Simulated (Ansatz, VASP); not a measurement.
One calculation of SnO, two programs

```
CELL_PARAMETERS angstrom
3.80784 0.00000 0.00000
0.00000 3.80784 0.00000
0.29617 0.00000 4.93613
ATOMIC_POSITIONS crystal
Sn 0.98503 0.50000 0.23221
Sn 0.51497 0.00000 0.76779
O 0.50234 0.50000 0.00015
O 0.99766 0.00000 0.99985
```

Change from the starting cell: shear of c along a, cell held, atoms relaxed: +6.0 %.

Alike in both runs: functional r2SCAN; k mesh 10 × 10 × 8; occupations gaussian, width 0.01 eV; no spin polarisation.

Ansatz relaxed the structure, and its values are those at the end. VASP's run is a single point on that final structure, the one shown.

|  | VASP | Ansatz |
| --- | --- | --- |
| version | VASP 6.6.1 | Ansatz 0.2.0 |
| potentials or method | VASP PAW PBE potentials, release 64 (Sn_d, O), cutoff 660 eV | scalar-relativistic, plane waves, PAW |
| valence electrons in the cell | 40 | 40 |

VASP gave:

```
gap on the k mesh at the Fermi level (eV) : 0.42
least direct gap on the mesh (eV)         : 2.31
pressure (GPa)                            : 0.7
rms of the force components (eV/Å)        : 0.057
```

Estimate Ansatz's values.

gap on the k mesh at the Fermi level (eV): 0.42; least direct gap on the mesh (eV): 2.35; pressure (GPa): 0.2; rms of the force components (eV/Å): 0.000.

VASP's potentials were made for PBE, not for r2SCAN. Ansatz's warnings: stress scf threshold loose.
